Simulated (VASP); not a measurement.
# Rh (P6_3/mmc) in VASP: notebook

Runs on Rh. Level: PBE. Tasks: single point.

Everything below comes from runs of VASP 6.6.1. Logs are shortened: lines on timing, memory, paths and dates and some standing lists are left out, and cuts for length are marked.

### 1 The cell of the first run

The structure is hexagonal, space group P6_3/mmc (No. 194). The conventional cell has a = 2.746 Å, b = 2.746 Å, c = 4.837 Å, α = 90.00°, β = 90.00°, γ = 120.00°. Rh (site symmetry -6m2) has 12 Rh at 2.75 to 2.89 Å within 3.6 Å.

This isn't the form of Rh at room conditions, which is fcc.

### 2 Single point, PBE (15.79 Å³/atom)

File INCAR:

```
SYSTEM = Rh
ALGO = Fast ; EDIFF = 1E-6
ENCUT = 520 ; GGA = PE
ISIF = 2 ; ISMEAR = 0
LASPH = .TRUE. ; LCHARG = .TRUE.
LELF = .TRUE. ; LREAL = .FALSE.
LVHAR = .TRUE. ; LWAVE = .FALSE.
NBANDS = 22 ; NELM = 80
PREC = Accurate ; SIGMA = 0.15
```

File KPOINTS:

```
k-points
0
G
  21 21 12
  0 0 0
```

File POSCAR:

```
Rh
1.0
    2.7457314873      0.0000000000      0.0000000000
   -1.3728657437      2.3778732200      0.0000000000
    0.0000000000      0.0000000000      4.8368805880
Rh
2
Direct
    0.6666666667      0.3333333333      0.7500000000
    0.3333333333      0.6666666667      0.2500000000
```

Potentials or basis: VASP PAW PBE potentials, release 64 (Rh_pv).

Command:

```bash
$ cat potpaw_PBE.64/Rh_pv/POTCAR > POTCAR
$ mpirun -np 1 vasp_std > vasp.out
```

OUTCAR:

```text
SYSTEM = Rh
   EDIFF = 1E-6
   ENCUT = 520
   GGA = PE
   ISIF = 2
   ISMEAR = 0
   LASPH = .TRUE.
   LREAL = .FALSE.
   NELM = 80
   PREC = Accurate

 ion  position               nearest neighbor table
   1  0.667  0.333  0.750-   2 2.89   2 2.89   2 2.89   2 2.89   2 2.89   2 2.89
   2  0.333  0.667  0.250-   1 2.89   1 2.89   1 2.89   1 2.89   1 2.89   1 2.89

  LATTYP: Found a hexagonal cell.
 ALAT       =     2.7457314873
 C/A-ratio  =     1.7616000000

  Lattice vectors:

 A1 = (   2.7457314873,   0.0000000000,   0.0000000000)
 A2 = (  -1.3728657437,   2.3778732200,   0.0000000000)
 A3 = (   0.0000000000,   0.0000000000,   4.8368805880)

Analysis of symmetry for initial positions (statically):
=====================================================================
 Subroutine PRICEL returns:
 Original cell was already a primitive cell.

 Routine SETGRP: Setting up the symmetry group for a
 hexagonal supercell.

 Subroutine GETGRP returns: Found 24 space group operations
 (whereof 12 operations were pure point group operations)
 out of a pool of 24 trial point group operations.

The static configuration has the point symmetry D_3d.
 The point group associated with its full space group is D_6h.

Analysis of symmetry for dynamics (positions and initial velocities):
=====================================================================
 Subroutine PRICEL returns:
 Original cell was already a primitive cell.

 Routine SETGRP: Setting up the symmetry group for a
 hexagonal supercell.

 Subroutine GETGRP returns: Found 24 space group operations
 (whereof 12 operations were pure point group operations)
 out of a pool of 24 trial point group operations.

The dynamic configuration has the point symmetry D_3d.
 The point group associated with its full space group is D_6h.

 Subroutine INISYM returns: Found 24 space group operations
 (whereof 12 operations are pure point group operations),
 and found     1 'primitive' translations

----------------------------------------------------------------------------------------

                                     Primitive cell

  volume of cell :      31.5800

  direct lattice vectors                    reciprocal lattice vectors
     2.745731487  0.000000000  0.000000000     0.364201673  0.210271934  0.000000000
    -1.372865744  2.377873220  0.000000000     0.000000000  0.420543867  0.000000000
     0.000000000  0.000000000  4.836880588     0.000000000  0.000000000  0.206744819

  length of vectors
     2.745731487  2.745731487  4.836880588     0.420543867  0.420543867  0.206744819

  position of ions in fractional coordinates (direct lattice)
     0.666666667  0.333333333  0.750000000
     0.333333333  0.666666667  0.250000000

  ion indices of the primitive-cell ions
   primitive index   ion index
                 1           1
                 2           2

----------------------------------------------------------------------------------------

 KPOINTS: k-points

Automatic generation of k-mesh.
 Grid dimensions read from file:
 generate k-points for:   21   21   12

 Generating k-lattice:

  Cartesian coordinates                     Fractional coordinates (reciprocal lattice)
     0.017342937  0.010012949  0.000000000     0.047619048  0.000000000  0.000000000
     0.000000000  0.020025898  0.000000000     0.000000000  0.047619048  0.000000000
     0.000000000  0.000000000  0.017228735     0.000000000  0.000000000  0.083333333

  Length of vectors
     0.020025898  0.020025898  0.017228735

  Shift w.r.t. Gamma in fractional coordinates (k-lattice)
     0.000000000  0.000000000  0.000000000

 Subroutine IBZKPT returns following result:
 ===========================================

 Found    336 irreducible k-points:

 Following reciprocal coordinates:
            Coordinates               Weight
  0.000000  0.000000  0.000000      1.000000
  0.047619  0.000000  0.000000      6.000000
  0.095238 -0.000000  0.000000      6.000000
  0.142857  0.000000  0.000000      6.000000
  0.190476 -0.000000  0.000000      6.000000
  0.238095  0.000000  0.000000      6.000000
[... 16 lines left out ...]
  0.142857  0.095238  0.000000     12.000000
  0.190476  0.095238  0.000000     12.000000
 [... further k-points ...]
   k-points           NKPTS =    336   k-points in BZ     NKDIM =    336   number of bands    NBANDS=     22
   number of dos      NEDOS =    301   number of ions     NIONS =      2
   total plane-waves  NPLWV =  14400
   dimension x,y,z NGX =    20 NGY =   20 NGZ =   36
   dimension x,y,z NGXF=    40 NGYF=   40 NGZF=   72
   ions per type =               2
   NGX,Y,Z   is equivalent  to a cutoff of  12.11, 12.11, 12.37 a.u.
   NGXF,Y,Z  is equivalent  to a cutoff of  24.22, 24.22, 24.75 a.u.
 SYSTEM =  Rh
   PREC   = accura    normal or accurate (medium, high low for compatibility)
   ISTART =      0    job   : 0-new  1-cont  2-samecut
   ICHARG =      2    charge: 1-file 2-atom 10-const
   ISPIN  =      1    spin polarized calculation?
   LNONCOLLINEAR =      F non collinear calculations
   LSORBIT =      F    spin-orbit coupling
   LASPH  =      T    aspherical Exc in radial PAW
   ENCUT  =  520.0 eV  38.22 Ry    6.18 a.u.   5.11  5.11  8.99*2*pi/ulx,y,z
   NELM   =     80;   NELMIN=  2; NELMDL= -5     # of ELM steps
   EDIFF  = 0.1E-05   stopping-criterion for ELM
   LREAL  =      F    real-space projection
   EDIFFG = 0.1E-04   stopping-criterion for IOM
   NSW    =      0    number of steps for IOM
   IBRION =     -1    ionic relax: 0-MD 1-quasi-New 2-CG
   NFREE  =      0    steps in history (QN), initial steepest desc. (CG)
   ISIF   =      2    stress and relaxation
   ISYM   =      2    0-nonsym 1-usesym 2-fastsym
   POTIM  = 0.5000    time-step for ionic-motion
   TEBEG  =    0.0;   TEEND  =   0.0 temperature during run
   PSTRESS=    0.0 pullay stress
   NELECT =      30.0000    total number of electrons
   NUPDOWN=      -1.0000    fix difference up-down
   EMIN   =  10.00;   EMAX   =-10.00  energy-range for DOS
   EFERMI =   0.00;   METHOD = LEGACY
   ISMEAR =     0;   SIGMA  =   0.15  broadening in eV -4-tet -1-fermi 0-gaus
   EFERMI_NEDOS =   21; number of points for ismear=-14 and -15
   IALGO  =     68    algorithm
   IMIX   =      4    mixing-type and parameters
     AMIX     =   0.40;   BMIX     =  1.00
     AMIX_MAG =   1.60;   BMIX_MAG =  1.00
  volume/ion in A,a.u.               =      15.79       106.56
  Fermi-wavevector in a.u.,A,eV,Ry     =   1.609328  3.041189 35.238223  2.589936
  Thomas-Fermi vector in A             =   2.705055
   LORBIT       =      0    0 simple, 1 ext, 2 COOP (PROOUT), +10 PAW based schemes
   GGA     = PE    functional components
   LHFCALC =     F    Hartree Fock is set to
   AEXX    =    0.0000 exact exchange contribution
   IVDW    =     0    specifies the selected vdW correction
   LEPSILON=     F    determine dielectric tensor
   LRPA    =     F    only Hartree local field effects (RPA)
 non-spin polarized calculation
 RMM-DIIS sequential band-by-band and
 Gauss-broadening in eV      SIGMA  =   0.15
  energy-cutoff  :      520.00
  volume of cell :       31.58
 maximum number of plane-waves:       868
   NGX = 11   NGY = 11   NGZ = 17

 number of electron      30.0000011 magnetization

 Free energy of the ion-electron system (eV)
  ---------------------------------------------------
  ext. energy  EPLUGINS =         0.00000000
  ---------------------------------------------------
  free energy    TOTEN  =       -14.12891803 eV

  energy without entropy =      -14.08364719  energy(sigma->0) =      -14.10628261

 E-fermi :   9.5502     XC(G=0): -13.1480

 val. band max:        9.5496125157   @ k =   0.1905  -0.0000   0.3333
 cond. band min:       9.5511326920   @ k =   0.2381   0.0476   0.4167
 fundamental gap:      0.0015201764
 Fermi energy:         9.5502215153

 k-point     1 :       0.0000    0.0000    0.0000
  band No.  band energies     occupation
      1     -36.9306      2.00000
      2     -36.6223      2.00000
      3     -36.6223      2.00000
      4     -36.5822      2.00000
      5     -36.5822      2.00000
      6     -36.5718      2.00000
[... 14 lines left out ...]
     21      26.1853      0.00000
     22      27.9581      0.00000

 k-point     2 :       0.0476    0.0000    0.0000
  band No.  band energies     occupation
      1     -36.9275      2.00000
      2     -36.6323      2.00000
      3     -36.6251      2.00000
      4     -36.5923      2.00000
      5     -36.5842      2.00000
      6     -36.5722      2.00000
[... 14 lines left out ...]
     21      26.2985      0.00000
     22      28.0130      0.00000

 k-point     3 :       0.0952   -0.0000    0.0000
  band No.  band energies     occupation
      1     -36.9183      2.00000
      2     -36.6614      2.00000
      3     -36.6334      2.00000
      4     -36.6218      2.00000
      5     -36.5900      2.00000
      6     -36.5738      2.00000
[... 14 lines left out ...]
     21      26.6215      0.00000
     22      28.0339      0.00000

 k-point     4 :       0.1429    0.0000    0.0000
  band No.  band energies     occupation
      1     -36.9036      2.00000
      2     -36.7069      2.00000
      3     -36.6678      2.00000
      4     -36.6461      2.00000
      5     -36.5993      2.00000
      6     -36.5765      2.00000
[... 14 lines left out ...]
     21      27.0887      0.00000
     22      27.9026      0.00000

 k-point     5 :       0.1905   -0.0000    0.0000
  band No.  band energies     occupation
      1     -36.8841      2.00000
      2     -36.7648      2.00000
      3     -36.7256      2.00000
      4     -36.6621      2.00000
      5     -36.6113      2.00000
      6     -36.5807      2.00000
[... 14 lines left out ...]
     21      27.4075      0.00000
     22      27.8535      0.00000

 k-point     6 :       0.2381    0.0000    0.0000
  band No.  band energies     occupation
      1     -36.8610      2.00000
      2     -36.8300      2.00000
      3     -36.7900      2.00000
      4     -36.6799      2.00000
      5     -36.6250      2.00000
      6     -36.5866      2.00000
[... 14 lines left out ...]
     21      26.6681      0.00000
     22      26.7098      0.00000

 k-point     7 :       0.2857    0.0000    0.0000
  band No.  band energies     occupation
      1     -36.8964      2.00000
      2     -36.8551      2.00000
      3     -36.8355      2.00000
      4     -36.6979      2.00000
      5     -36.6390      2.00000
      6     -36.5944      2.00000
[... 324 lines left out ...]
      6     -36.6308      2.00000
[... 14 lines left out ...]
     21      22.4783      0.00000
     22      22.8989      0.00000

 k-point    21 :       0.4762    0.0476    0.0000
  band No.  band energies     occupation
      1     -37.0663      2.00000
      2     -37.0189      2.00000
      3     -36.7502      2.00000
      4     -36.7481      2.00000
      5     -36.6827      2.00000
      6     -36.6348      2.00000
[... 14 lines left out ...]
     21      21.9428      0.00000
     22      22.7523      0.00000

 k-point    22 :       0.0952    0.0952    0.0000
  band No.  band energies     occupation
      1     -36.8951      2.00000
      2     -36.7263      2.00000
      3     -36.7000      2.00000
      4     -36.6480      2.00000
      5     -36.6098      2.00000
      6     -36.5783      2.00000
[... 14 lines left out ...]
     21      26.6776      0.00000
     22      27.3745      0.00000

 k-point    23 :       0.1429    0.0952    0.0000
  band No.  band energies     occupation
      1     -36.8761      2.00000
      2     -36.7770      2.00000
      3     -36.7529      2.00000
      4     -36.6663      2.00000
      5     -36.6251      2.00000
      6     -36.5826      2.00000
[... 14 lines left out ...]
     21      25.6982      0.00000
     22      27.6122      0.00000

 k-point    24 :       0.1905    0.0952    0.0000
  band No.  band energies     occupation
      1     -36.8535      2.00000
      2     -36.8359      2.00000
      3     -36.8095      2.00000
      4     -36.6879      2.00000
      5     -36.6417      2.00000
      6     -36.5887      2.00000
[... 14 lines left out ...]
     21      24.9243      0.00000
     22      26.6808      0.00000

 [... further k-points ...]

------------------------ aborting loop because EDIFF is reached ----------------------------------------

  FORCE on cell =-STRESS in cart. coord.  units (eV):
  Direction    XX          YY          ZZ          XY          YZ          ZX
  --------------------------------------------------------------------------------------
  -------------------------------------------------------------------------------------
  Total       -3.0087657     -3.0087657     -5.7242186      0.0000000      0.0000000      0.0000000
  in kB     -152.6464921   -152.6464921   -290.4120735      0.0000000      0.0000000      0.0000000
  external PRESSURE =    -198.5683526 kB  Pullay stress =       0.0000000 kB

 VOLUME and BASIS-vectors are now :
 -----------------------------------------------------------------------------
  energy-cutoff  :      520.00
  volume of cell :       31.58
      direct lattice vectors                 reciprocal lattice vectors
     2.745731487  0.000000000  0.000000000     0.364201673  0.210271934  0.000000000
    -1.372865744  2.377873220  0.000000000     0.000000000  0.420543867  0.000000000
     0.000000000  0.000000000  4.836880588     0.000000000  0.000000000  0.206744819

 POSITION                                       TOTAL-FORCE (eV/Angst)
 -----------------------------------------------------------------------------------
      1.37287      0.79262      3.62766        -0.000000      0.000000      0.000000
     -0.00000      1.58525      1.20922         0.000000     -0.000000      0.000000
 -----------------------------------------------------------------------------------
    total drift:                               -0.000000      0.000000     -0.000000

  FREE ENERGIE OF THE ION-ELECTRON SYSTEM (eV)
  ---------------------------------------------------
  free  energy   TOTEN  =       -14.1289180337 eV

  energy  without entropy=      -14.0836471906  energy(sigma->0) =      -14.10628261
```

It took 2.1 min on 1 thread of Intel Xeon Platinum 8488C (Sapphire Rapids), shared host; peak memory 0.28 GiB.

Results:

```yaml
Free_energy: -14.1289 eV
Pressure: -19.9 GPa
Band_gap_on_the_k_mesh: zero (bands 15 and 16 overlap by 2.08 eV)
```

Levels at points of the mesh, in eV from the Fermi level:
```csv
k point,band 12,band 13,band 14,band 15,band 16,band 17,band 18,band 19
"(0.00, 0.00, 0.00)",-2.10,-2.10,-1.00,-1.00,0.21,0.21,0.29,6.28
"(0.00, 0.00, 0.50)",-2.38,-2.38,-2.38,-0.24,-0.24,-0.24,-0.24,12.49
```

Caveat: the stress differs along the axes, from -29 to -15 GPa.

### 3 Single point, PBE (15.79 Å³/atom)

File INCAR:

```
  PREC = Accurate
  ENCUT = 520
  EDIFF = 1E-6
  ISMEAR = 0
  SIGMA = 0.15
  LREAL = False
  LASPH = True
  NELM = 100
  ALGO = Fast
  ISIF = 2
  LWAVE = False
  LCHARG = True
  GGA = PE
  LELF = True
  LVHAR = True
  NBANDS = 22
```

File KPOINTS:

```
Automatic mesh
0
Gamma
  21 21 12
```

File POSCAR:

```
Rh
1.0
    2.9163851094      0.0000000000      0.0000000000
   -1.4581925547      2.5256635919      0.0000000000
    0.0000000000      0.0000000000      4.2873777493
Rh
2
Direct
    0.6666666667      0.3333333333      0.7500000000
    0.3333333333      0.6666666667      0.2500000000
```

Potentials or basis: VASP PAW PBE potentials, release 64 (Rh_pv).

Command:

```bash
$ cat potpaw_PBE.64/Rh_pv/POTCAR > POTCAR
$ mpirun -np 1 vasp_std > vasp.out
```

Wall time 96 s (1 thread of Intel Xeon Platinum 8488C (Sapphire Rapids), shared host); peak memory 0.29 GiB.

It converged, with:

| Item | Value |
| --- | --- |
| Free energy | -14.1406 eV |
| Pressure | -19.4 GPa |
| Band gap on the k mesh | zero (bands 15 and 16 overlap by 1.60 eV) |

Stress tensor (GPa, compression positive):
```
-23.32   0.00   0.00
  0.00 -23.32   0.00
  0.00   0.00 -11.45
```

Levels at points of the mesh, in eV from the Fermi level:
```tsv
k point	band 13	band 14	band 15	band 16	band 17	band 18
(0.00, 0.00, 0.00)	-1.91	-1.91	-1.90	0.10	0.10	1.83
(0.00, 0.00, 0.50)	-2.29	-2.29	-0.29	-0.29	-0.29	-0.29
```

Caveat: the stress differs along the axes, from -23 to -11 GPa.
